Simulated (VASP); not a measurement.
The system is B4N3.

```
B N
1.0
     3.90106    0.00000    0.00000
    -1.95053    3.37842    0.00000
     0.00000    0.00000    5.64838
B N
4 3
Direct
  0.00000 0.00000 0.00000
  0.33333 0.66667 0.50000
  0.66667 0.33333 0.50000
  0.00000 0.00000 0.50000
  0.50000 0.00000 0.50000
  0.00000 0.50000 0.50000
  0.50000 0.50000 0.50000
```

The cell was generated, and may not be a known phase.

| Quantity | Value |
| --- | --- |
| Program | VASP 6.6.1 |
| Task | relaxation of cell and atoms |
| Functional | PBE |
| Potentials or basis | VASP PAW PBE potentials, release 64 (B, N) |
| Cutoff | 600 eV |
| k mesh | 5 × 5 × 3 |
| Occupations | gaussian, width 0.2 eV |
| Spin | no spin polarisation |

At the start: pressure 139.6 GPa; volume 10.63 Å³/atom.

Q: How do energy, volume and symmetry change on relaxing?

A: Over 16 steps the energy falls by 3575.6 meV/atom and the volume is 9.55 Å³/atom (-10.2 %); space group P6/mmm (No. 191, to 0.1 Å) before and after.

The path:
```
step  energy change (eV)  largest force (eV/Å)  pressure (GPa)  volume (Å³)
   1              0.0000                0.0000          139.60        74.44
   2              0.0276                0.0000          -28.74       204.73
   3            -18.6744                0.0000          -12.44       122.16
   4            -18.9645                0.0000           -7.84       117.41
   5            -19.0278                0.0000           -3.82       113.93
   6            -19.0250                0.0000           -4.89       114.80
   7            -19.4589                0.0000           -5.82       109.33
   8            -21.0088                0.0000           -9.12        94.95
   9            -24.9777                0.0000            0.62        65.81
  10            -24.7026                0.0000           -8.64        72.47
  11            -25.0196                0.0000           -2.96        67.82
  12            -25.0163                0.0000           -1.37        66.87
  13            -24.9342                0.0000            8.05        65.10
  14            -25.0274                0.0000            0.87        66.42
  15            -25.0273                0.0000           -0.98        67.25
  16            -25.0290                0.0000           -0.05        66.82
```

Final structure:
```xyz
7
Lattice="4.8864 0.0000 0.0000 -2.4432 4.2318 0.0000 0.0000 0.0000 3.2316" Properties=species:S:1:pos:R:3 pbc="T T T"
B     0.0000    0.0000    0.0000
B     0.0000    2.8212    1.6158
B     2.4432    1.4106    1.6158
B     0.0000    0.0000    1.6158
N     2.4432    0.0000    1.6158
N    -1.2216    2.1159    1.6158
N     1.2216    2.1159    1.6158
```

Caveat: the k points lie up to 0.65 Å⁻¹ apart in the final cell, too coarse for converged energies and pressures of a metal; a cell axis changed by over 15 % at a fixed basis, so the end point is rough.
